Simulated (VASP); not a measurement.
# Ni in VASP: further runs

The runs below take Ni through single point, with PBE, PBEsol.

Program: VASP 6.6.1. These are calculated values, not measurements. Logs are shortened: lines on timing, memory, paths and dates and some standing lists are left out, and cuts for length are marked.

## (1) The cell of the first run

It takes space group Im-3m (No. 229, cubic). Conventional cell: a = 2.767 Å, b = 2.767 Å, c = 2.767 Å, α = 90.00°, β = 90.00°, γ = 90.00°. Within 3.2 Å of Ni (site symmetry m-3m) lie 14 Ni at 2.40 to 2.77 Å.

## (2) Single point, PBE, collinear spin, ferromagnetic start

INCAR

```
PREC     = Accurate       # precision mode
ENCUT    = 520            # plane-wave cutoff, eV
EDIFF    = 1E-6           # SCF threshold, eV
ISMEAR   = 0              # smearing method
SIGMA    = 0.02           # smearing width, eV
LREAL    = False          # projectors in reciprocal space
LASPH    = True           # aspherical terms in the spheres
NELM     = 150            # most SCF steps
ALGO     = Fast           # electronic algorithm
ISIF     = 2              # what is computed and relaxed
LWAVE    = False          # write WAVECAR
LCHARG   = True           # write CHGCAR
ISPIN    = 2              # spin polarisation
MAGMOM   = 1              # initial moments
LORBIT   = 11             # projections on sites
LMAXMIX  = 4              # l up to which the mixer works
GGA      = PE             # functional
LELF     = True           # ELF
LVHAR    = True         
NBANDS   = 15             # bands
```

KPOINTS

```
regular mesh
0
Gamma
  13 13 13
```

POSCAR

```
Ni
1.0
    2.3966655000      0.0000000000      0.0000000000
   -0.7988884998      2.2595979031      0.0000000000
   -0.7988884998     -1.1297989512      1.9568691866
Ni
1
Direct
    0.0000000000      0.0000000000      0.0000000000
```

Potentials or basis: VASP PAW PBE potentials, release 64 (Ni).

On the command line:

```
$ cat potpaw_PBE.64/Ni/POTCAR > POTCAR
$ mpirun -np 1 vasp_std > vasp.out
```

OUTCAR:

```text
PREC = Accurate
   ENCUT = 520
   EDIFF = 1E-6
   ISMEAR = 0
   LREAL = False
   LASPH = True
   NELM = 150
   ISIF = 2
   ISPIN = 2
   LORBIT = 11
   GGA = PE

 ion  position               nearest neighbor table
   1  0.000  0.000  0.000-

  LATTYP: Found a body centered cubic cell.
 ALAT       =     2.7674309431

  Lattice vectors:

 A1 = (   2.3966655000,   0.0000000000,   0.0000000000)
 A2 = (  -0.7988884998,   2.2595979031,   0.0000000000)
 A3 = (  -0.7988884998,  -1.1297989512,   1.9568691866)

Analysis of symmetry for initial positions (statically):
=====================================================================
 Subroutine PRICEL returns:
 Original cell was already a primitive cell.

 Routine SETGRP: Setting up the symmetry group for a
 body centered cubic supercell.

 Subroutine GETGRP returns: Found 48 space group operations
 (whereof 48 operations were pure point group operations)
 out of a pool of 48 trial point group operations.

The static configuration has the point symmetry O_h .

Analysis of symmetry for dynamics (positions and initial velocities):
=====================================================================
 Subroutine PRICEL returns:
 Original cell was already a primitive cell.

 Routine SETGRP: Setting up the symmetry group for a
 body centered cubic supercell.

 Subroutine GETGRP returns: Found 48 space group operations
 (whereof 48 operations were pure point group operations)
 out of a pool of 48 trial point group operations.

The dynamic configuration has the point symmetry O_h .

Analysis of structural, dynamic, and magnetic symmetry:
=====================================================================
 Subroutine PRICEL returns:
 Original cell was already a primitive cell.

 Routine SETGRP: Setting up the symmetry group for a
 body centered cubic supercell.

 Subroutine GETGRP returns: Found 48 space group operations
 (whereof 48 operations were pure point group operations)
 out of a pool of 48 trial point group operations.

The overall configuration has the point symmetry O_h .

 Subroutine INISYM returns: Found 48 space group operations
 (whereof 48 operations are pure point group operations),
 and found     1 'primitive' translations

----------------------------------------------------------------------------------------

                                     Primitive cell

  volume of cell :      10.5974

  direct lattice vectors                    reciprocal lattice vectors
     2.396665500  0.000000000  0.000000000     0.417246378  0.147518872  0.255510181
    -0.798888500  2.259597903  0.000000000     0.000000000  0.442556615  0.255510181
    -0.798888500 -1.129798951  1.956869187     0.000000000  0.000000000  0.511020362

  length of vectors
     2.396665500  2.396665500  2.396665500     0.511020362  0.511020362  0.511020362

  position of ions in fractional coordinates (direct lattice)
     0.000000000  0.000000000  0.000000000

  ion indices of the primitive-cell ions
   primitive index   ion index
                 1           1

----------------------------------------------------------------------------------------

 KPOINTS: regular mesh

Automatic generation of k-mesh.
 Grid dimensions read from file:
 generate k-points for:   13   13   13

 Generating k-lattice:

  Cartesian coordinates                     Fractional coordinates (reciprocal lattice)
     0.032095875  0.011347606  0.019654629     0.076923077  0.000000000  0.000000000
     0.000000000  0.034042817  0.019654629     0.000000000  0.076923077 -0.000000000
     0.000000000  0.000000000  0.039309259     0.000000000  0.000000000  0.076923077

  Length of vectors
     0.039309259  0.039309259  0.039309259

  Shift w.r.t. Gamma in fractional coordinates (k-lattice)
     0.000000000  0.000000000  0.000000000

 Subroutine IBZKPT returns following result:
 ===========================================

 Found     84 irreducible k-points:

 Following reciprocal coordinates:
            Coordinates               Weight
  0.000000  0.000000  0.000000      1.000000
  0.076923 -0.000000  0.000000     12.000000
  0.153846 -0.000000  0.000000     12.000000
  0.230769 -0.000000 -0.000000     12.000000
  0.307692 -0.000000  0.000000     12.000000
  0.384615 -0.000000 -0.000000     12.000000
[... 16 lines left out ...]
  0.153846  0.076923  0.076923     24.000000
  0.230769  0.076923  0.076923     24.000000
 [... further k-points ...]
   k-points           NKPTS =     84   k-points in BZ     NKDIM =     84   number of bands    NBANDS=     15
   number of dos      NEDOS =    301   number of ions     NIONS =      1
   total plane-waves  NPLWV =   5832
   dimension x,y,z NGX =    18 NGY =   18 NGZ =   18
   dimension x,y,z NGXF=    36 NGYF=   36 NGZF=   36
   ions per type =               1
   NGX,Y,Z   is equivalent  to a cutoff of  12.49, 12.49, 12.49 a.u.
   NGXF,Y,Z  is equivalent  to a cutoff of  24.97, 24.97, 24.97 a.u.
 SYSTEM =  unknown system
   PREC   = accura    normal or accurate (medium, high low for compatibility)
   ISTART =      0    job   : 0-new  1-cont  2-samecut
   ICHARG =      2    charge: 1-file 2-atom 10-const
   ISPIN  =      2    spin polarized calculation?
   LNONCOLLINEAR =      F non collinear calculations
   LSORBIT =      F    spin-orbit coupling
   LASPH  =      T    aspherical Exc in radial PAW
   ENCUT  =  520.0 eV  38.22 Ry    6.18 a.u.   4.46  4.46  4.46*2*pi/ulx,y,z
   NELM   =    150;   NELMIN=  2; NELMDL= -5     # of ELM steps
   EDIFF  = 0.1E-05   stopping-criterion for ELM
   LREAL  =      F    real-space projection
   EDIFFG = 0.1E-04   stopping-criterion for IOM
   NSW    =      0    number of steps for IOM
   IBRION =     -1    ionic relax: 0-MD 1-quasi-New 2-CG
   NFREE  =      0    steps in history (QN), initial steepest desc. (CG)
   ISIF   =      2    stress and relaxation
   ISYM   =      2    0-nonsym 1-usesym 2-fastsym
   POTIM  = 0.5000    time-step for ionic-motion
   TEBEG  =    0.0;   TEEND  =   0.0 temperature during run
   PSTRESS=    0.0 pullay stress
   NELECT =      10.0000    total number of electrons
   NUPDOWN=      -1.0000    fix difference up-down
   EMIN   =  10.00;   EMAX   =-10.00  energy-range for DOS
   EFERMI =   0.00;   METHOD = LEGACY
   ISMEAR =     0;   SIGMA  =   0.02  broadening in eV -4-tet -1-fermi 0-gaus
   EFERMI_NEDOS =   21; number of points for ismear=-14 and -15
   IALGO  =     68    algorithm
   IMIX   =      4    mixing-type and parameters
     AMIX     =   0.40;   BMIX     =  1.00
     AMIX_MAG =   1.60;   BMIX_MAG =  1.00
  volume/ion in A,a.u.               =      10.60        71.51
  Fermi-wavevector in a.u.,A,eV,Ry     =   1.605738  3.034405 35.081190  2.578395
  Thomas-Fermi vector in A             =   2.702037
   LORBIT       =     11    0 simple, 1 ext, 2 COOP (PROOUT), +10 PAW based schemes
   GGA     = PE    functional components
   LHFCALC =     F    Hartree Fock is set to
   AEXX    =    0.0000 exact exchange contribution
   IVDW    =     0    specifies the selected vdW correction
   LEPSILON=     F    determine dielectric tensor
   LRPA    =     F    only Hartree local field effects (RPA)
 spin polarized calculation
 RMM-DIIS sequential band-by-band and
 Gauss-broadening in eV      SIGMA  =   0.02
  energy-cutoff  :      520.00
  volume of cell :       10.60
 maximum number of plane-waves:       321
 NGX is ok and might be reduce to    18
   NGX =  9   NGY =  9   NGZ =  9

 number of electron      10.0000004 magnetization       0.5918617

 Free energy of the ion-electron system (eV)
  ---------------------------------------------------
  ext. energy  EPLUGINS =         0.00000000
  ---------------------------------------------------
  free energy    TOTEN  =        -5.36605316 eV

  energy without entropy =       -5.36572827  energy(sigma->0) =       -5.36589071

 E-fermi :   9.6148     XC(G=0): -13.4067

 val. band max:        9.5989964155   @ k =  -0.3846  -0.3846   0.1538
 cond. band min:       9.6166482153   @ k =  -0.3077   0.3846   0.0769
 fundamental gap:      0.0176517999
 Fermi energy:         9.6147800576

 spin component 1

 k-point     1 :       0.0000    0.0000    0.0000
  band No.  band energies     occupation
      1       0.5477      1.00000
      2       7.2426      1.00000
      3       7.2426      1.00000
      4       7.2426      1.00000
      5       8.7154      1.00000
      6       8.7154      1.00000
      7      36.3499      0.00000
      8      36.3499      0.00000
      9      36.3499      0.00000
     10      41.4286      0.00000
     11      41.4286      0.00000
     12      42.6683      0.00000
     13      42.6683      0.00000
     14      42.6683      0.00000
     15      43.3306      0.00000
[... 397 lines left out ...]
 k-point    24 :       0.2308    0.0769    0.0769
  band No.  band energies     occupation
      1       4.2577      1.00000
      2       6.5212      1.00000
      3       6.8659      1.00000
      4       8.5854      1.00000
      5       8.7953      1.00000
      6       9.3621      1.00000
      7      22.9891      0.00000
      8      27.6300      0.00000
      9      29.0603      0.00000
     10      37.8780      0.00000
     11      41.5285      0.00000
     12      44.2426      0.00000
     13      46.2392      0.00000
     14      49.8095      0.00000
     15      52.8211      0.00000

 [... further k-points ...]

 spin component 2

 k-point     1 :       0.0000    0.0000    0.0000
  band No.  band energies     occupation
      1       0.5511      1.00000
      2       7.9562      1.00000
      3       7.9562      1.00000
      4       7.9562      1.00000
      5       9.2229      1.00000
      6       9.2229      1.00000
      7      36.2670      0.00000
      8      36.2670      0.00000
      9      36.2670      0.00000
     10      41.3704      0.00000
     11      41.3704      0.00000
     12      42.8693      0.00000
     13      42.8693      0.00000
     14      42.8694      0.00000
     15      43.5101      0.00000
[... 397 lines left out ...]
 k-point    24 :       0.2308    0.0769    0.0769
  band No.  band energies     occupation
      1       4.3589      1.00000
      2       7.1698      1.00000
      3       7.4075      1.00000
      4       9.1442      1.00000
      5       9.3174      1.00000
      6      10.0810      0.00000
      7      23.1558      0.00000
      8      27.6989      0.00000
      9      29.2078      0.00000
     10      37.8739      0.00000
     11      41.6302      0.00000
     12      44.2685      0.00000
     13      46.2887      0.00000
     14      49.8918      0.00000
     15      52.9298      0.00000

 [... further k-points ...]
[... 5 lines left out ...]
  --------------------------------------------------------------------------------------
  -------------------------------------------------------------------------------------
  Total        0.5022657      0.5022657      0.5022657      0.0000000      0.0000000      0.0000000
  in kB       75.9353077     75.9353077     75.9353077      0.0000000      0.0000000      0.0000000
  external PRESSURE =      75.9353077 kB  Pullay stress =       0.0000000 kB

 VOLUME and BASIS-vectors are now :
 -----------------------------------------------------------------------------
  energy-cutoff  :      520.00
  volume of cell :       10.60
      direct lattice vectors                 reciprocal lattice vectors
     2.396665500  0.000000000  0.000000000     0.417246378  0.147518872  0.255510181
    -0.798888500  2.259597903  0.000000000     0.000000000  0.442556615  0.255510181
    -0.798888500 -1.129798951  1.956869187     0.000000000  0.000000000  0.511020362

 POSITION                                       TOTAL-FORCE (eV/Angst)
 -----------------------------------------------------------------------------------
      0.00000      0.00000      0.00000        -0.000000      0.000000      0.000000
 -----------------------------------------------------------------------------------
    total drift:                                0.000000      0.000000      0.000000

  FREE ENERGIE OF THE ION-ELECTRON SYSTEM (eV)
  ---------------------------------------------------
  free  energy   TOTEN  =        -5.3660531627 eV

  energy  without entropy=       -5.3657282668  energy(sigma->0) =       -5.36589071

 total charge

# of ion       s       p       d       tot
------------------------------------------
    1        0.503   0.513   8.346   9.362

 magnetization (x)

# of ion       s       p       d       tot
------------------------------------------
    1       -0.003  -0.013   0.612   0.596
```

Run time: 43 s. Hardware: 1 thread of Intel Xeon 8259CL, shared host; peak memory 0.14 GiB.

What came out:

```yaml
Free_energy: -5.3661 eV
Pressure: 7.6 GPa
Net_moment: 0.59 μB per cell
Site_moments: Ni +0.60 μB
Valence_electrons_inside_the_program's_atomic_spheres: Ni 9.36
```

## (3) Single point, PBE, collinear spin, ferromagnetic start

INCAR

```
SYSTEM = Ni
PREC     = Accurate       ! precision mode
ENCUT    = 520            ! plane-wave cutoff, eV
EDIFF    = 1E-6           ! SCF threshold, eV
ISMEAR   = 0              ! smearing method
SIGMA    = 0.1            ! smearing width, eV
LREAL    = .False.        ! projectors in reciprocal space
LASPH    = .True.         ! aspherical terms in the spheres
NELM     = 150            ! most SCF steps
ALGO     = Normal         ! electronic algorithm
ISIF     = 2              ! what is computed and relaxed
LWAVE    = .False.        ! write WAVECAR
LCHARG   = .False.        ! write CHGCAR
ISPIN    = 2              ! spin polarisation
MAGMOM   = 1              ! initial moments
LORBIT   = 11             ! projections on sites
LMAXMIX  = 4              ! l up to which the mixer works
GGA      = PE             ! functional
NBANDS   = 15             ! bands
```

KPOINTS

```
regular mesh
0
Gamma
  11 11 11
  0 0 0
```

POSCAR

```
Ni
1.0
   -1.3837154700      1.3837154700      1.3837154700
    1.3837154700     -1.3837154700      1.3837154700
    1.3837154700      1.3837154700     -1.3837154700
Ni
1
Direct
    0.0000000000      0.0000000000      0.0000000000
```

Potentials or basis: VASP PAW PBE potentials, release 64 (Ni).

On the command line:

```
$ cat potpaw_PBE.64/Ni/POTCAR > POTCAR
$ mpirun -np 1 vasp_std > vasp.out
```

Wall time 8.1 s (1 thread of Intel Xeon 6975P-C (Granite Rapids), shared host); peak memory 0.13 GiB.

The run converged. Its results:

| Property | Result |
| --- | --- |
| Free energy | -5.3721 eV |
| Pressure | 7.5 GPa |
| Net moment | 0.60 μB per cell |
| Site moments | Ni +0.60 μB |
| Valence electrons inside the program's atomic spheres | Ni 9.36 |

Levels at points of the mesh, in eV from the Fermi level:
Spin up:
```
           k point  band 2  band 3  band 4  band 5  band 6  band 7  band 8  band 9
(0.00, 0.00, 0.00)   -2.36   -2.36   -2.36   -0.89   -0.89   26.76   26.76   26.76
```
Spin down:
| k point | band 2 | band 3 | band 4 | band 5 | band 6 | band 7 | band 8 | band 9 |
| --- | --- | --- | --- | --- | --- | --- | --- | --- |
| (0.00, 0.00, 0.00) | -1.65 | -1.65 | -1.65 | -0.37 | -0.37 | 26.67 | 26.67 | 26.67 |

## (4) Single point, PBE, collinear spin, ferromagnetic start

INCAR

```
PREC = Accurate
ENCUT = 520
EDIFF = 1E-6
ISMEAR = 0
SIGMA = 0.1
LREAL = F
LASPH = T
NELM = 150
ALGO = Normal
ISIF = 2
LWAVE = F
LCHARG = F
ISPIN = 2
MAGMOM = 1
LORBIT = 11
LMAXMIX = 4
GGA = PE
NBANDS = 15
```

KPOINTS

```
Automatic mesh
0
Gamma
  11 11 11
```

POSCAR is that of step 3.

On the command line:

```
$ cat potpaw_PBE.64/Ni/POTCAR > POTCAR
$ mpirun -np 1 vasp_std > vasp.out
```

Wall time 8.1 s (1 thread of Intel Xeon 6975P-C (Granite Rapids), shared host); peak memory 0.13 GiB.

The run converged. Its results:

| Quantity | Value |
| --- | --- |
| Free energy | -5.3721 eV |
| Pressure | 7.5 GPa |
| Net moment | 0.60 μB per cell |
| Site moments | Ni +0.60 μB |
| Valence electrons inside the program's atomic spheres | Ni 9.36 |

Levels at points of the mesh, in eV from the Fermi level:
Spin up:
| k point | band 2 | band 3 | band 4 | band 5 | band 6 | band 7 | band 8 | band 9 |
| --- | --- | --- | --- | --- | --- | --- | --- | --- |
| (0.00, 0.00, 0.00) | -2.36 | -2.36 | -2.36 | -0.89 | -0.89 | 26.76 | 26.76 | 26.76 |
Spin down:
| k point | band 1 | band 2 | band 3 | band 4 | band 5 | band 6 | band 7 | band 8 | band 9 | band 10 |
| --- | --- | --- | --- | --- | --- | --- | --- | --- | --- | --- |
| (0.00, 0.00, 0.00) | -9.04 | -1.65 | -1.65 | -1.65 | -0.37 | -0.37 | 26.67 | 26.67 | 26.67 | 31.78 |

[end of part 1 of 2]
